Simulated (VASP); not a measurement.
A run of VASP 6.6.1 is set up as follows.

Contents of INCAR:

```
PREC = Accurate ; ENCUT = 520
EDIFF = 1E-6 ; ISMEAR = -1
SIGMA = 0.1 ; LREAL = F
LASPH = T ; NELM = 100
ALGO = Normal ; ISIF = 2
LWAVE = F ; LCHARG = T
GGA = RP ; LELF = T
LVHAR = T ; NBANDS = 36
```

The input KPOINTS:

```
regular mesh
0
Gamma
  13 13 4
```

POSCAR

```
Ge
1.0
    3.0437414094      0.0000000000      0.0000000000
   -1.5218707047      2.6359573831      0.0000000000
    0.0000000000      0.0000000000      9.9804663355
Ge
4
Direct
    0.0000000000      1.0000000000      1.0000000000
    0.0000000000      1.0000000000      0.5000000000
    0.3333333333      0.6666666667      0.2500000000
    0.6666666667      0.3333333333      0.7500000000
```

Potentials or basis: VASP PAW PBE potentials, release 64 (Ge_d).

The run is started by

```console
$ cat potpaw_PBE.64/Ge_d/POTCAR > POTCAR
$ mpirun -np 1 vasp_std > vasp.out
```

Problem. Predict the band gap on the k mesh.

Solution. Zero (bands 28 and 29 overlap by 8.86 eV).

Problem. Estimate the pressure.

Solution. -0.2 GPa.

Stress tensor (GPa, compression positive):
```
-0.67  0.00  0.00
 0.00 -0.67  0.00
 0.00  0.00  0.77
```

Caveat: the PAW data sets were made with another functional, which shifts forces and pressure a little.
